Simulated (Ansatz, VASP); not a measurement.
Cu in VASP and in Ansatz

INCAR

```
SYSTEM = Cu
  ALGO = Fast
  EDIFF = 1E-6
  ENCUT = 520
  GGA = PS
  ISIF = 2
  ISMEAR = 0
  LASPH = .TRUE.
  LCHARG = .FALSE.
  LREAL = .FALSE.
  LWAVE = .FALSE.
  NBANDS = 12
  NELM = 100
  PREC = Accurate
  SIGMA = 0.15
```

Contents of KPOINTS:

```
k-points
0
G
  30 30 30
  0 0 0
```

The input POSCAR:

```
Cu
1.0
   -1.4342535416      1.4342535416      1.3600071991
    1.4342535416     -1.4342535416      1.3600071991
    1.4559299176      1.4559299176     -1.3600071991
Cu
1
Direct
    0.0000000000      0.0000000000      0.0000000000
```

Input for Ansatz:

```yaml
crystal:
  lattice:
    - [-1.4342535416, 1.4342535416, 1.3600071991]
    - [1.4342535416, -1.4342535416, 1.3600071991]
    - [1.4559299176, 1.4559299176, -1.3600071991]
  atoms:
    - { symbol: Cu, position: [0.0, 0.0, 0.0] }
basis:
  ecutwfc: 420
kpoints:
  mp_grid: { grid: [30, 30, 30] }
hamiltonian:
  xc: pbesol
scf:
  occupations: { method: gaussian, width: 0.15 }
output:
  forces: true
  stress: true
  eigenvalues: true
```

Change from the starting cell: strain +0.0150 x Voigt [0, 0, 0, 0, 0, 1], atoms carried along.

Alike in both runs: task single point; functional PBEsol; k mesh 30 × 30 × 30; occupations gaussian, width 0.15 eV; no spin polarisation.

|  | VASP | Ansatz |
| --- | --- | --- |
| version | VASP 6.6.1 | Ansatz 0.2.0 |
| potentials or method | VASP PAW PBE potentials, release 64 (Cu), cutoff 520 eV | scalar-relativistic, plane waves, PAW |
| valence electrons in the cell | 11 | 19 |

VASP gave:

| Quantity | Value |
| --- | --- |
| gap on the k mesh at the Fermi level (eV) | none |
| pressure (GPa) | 0.9 |
| traceless stress, the component that is largest in VASP (GPa) | -1.81 |

Question: What did Ansatz give for the same quantities?

Answer: gap on the k mesh at the Fermi level (eV): none; pressure (GPa): 0.0; traceless stress, the component that is largest in VASP (GPa): -1.83.

VASP's potentials were made for PBE, not for PBEsol. A gap of «none» marks a metal or a gap that the smearing closes. VASP's potentials hold 11 valence electrons a cell and Ansatz's 19, so a difference there can come from the potentials and not from the codes.
